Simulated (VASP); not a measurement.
Write the native input for VASP 6.6.1 that does the following.

- Task: single point
- Functional: PBE
- Potentials or basis: VASP PAW PBE potentials, release 64 (Ga_d, P)
- Cutoff: 500 eV
- k mesh: 6 × 6 × 6
- Occupations: fermi-dirac, width 0.02 eV
- Spin: no spin polarisation
- Dipole correction: no
- Further INCAR settings: ALGO = Normal; EDIFF = 1e-06; NBANDS = 16

The structure of GaP lies in POSCAR:

```
GaP
1.0
    3.1864350770      0.0000000000      0.0000000000
    0.0000000000      3.1864350770      0.0000000000
    0.0000000000      0.0000000000      3.1864350770
Ga P
1 1
Direct
    0.0000000000      0.0000000000      0.0000000000
    0.5000000000      0.5000000000      0.5000000000
```

One way to write it, as run:

INCAR

```
ALGO = Normal
EDIFF = 1E-6
ENCUT = 500
GGA = PE
GGA_COMPAT = F
ISIF = 2
ISMEAR = -1
LASPH = T
LCHARG = F
LREAL = F
LWAVE = F
NBANDS = 16
NELM = 120
PREC = Accurate
SIGMA = 0.02
```

KPOINTS

```
k-points
0
Gamma
  6 6 6
```

Potentials or basis: VASP PAW PBE potentials, release 64 (Ga_d, P).

Launch:

```bash
$ cat potpaw_PBE.64/Ga_d/POTCAR potpaw_PBE.64/P/POTCAR > POTCAR
$ mpirun -np 1 vasp_std > vasp.out
```

Results of the run:

```json
{
 "Pressure": "2.8 GPa",
 "Band gap on the k mesh": "zero (band 9 reaches 8.71 eV, above the bottom of band 10 at 5.63 eV)"
}
```

Run time: 9.9 s on 1 thread of Intel Xeon 8259CL (shared host), peak memory 0.14 GiB.
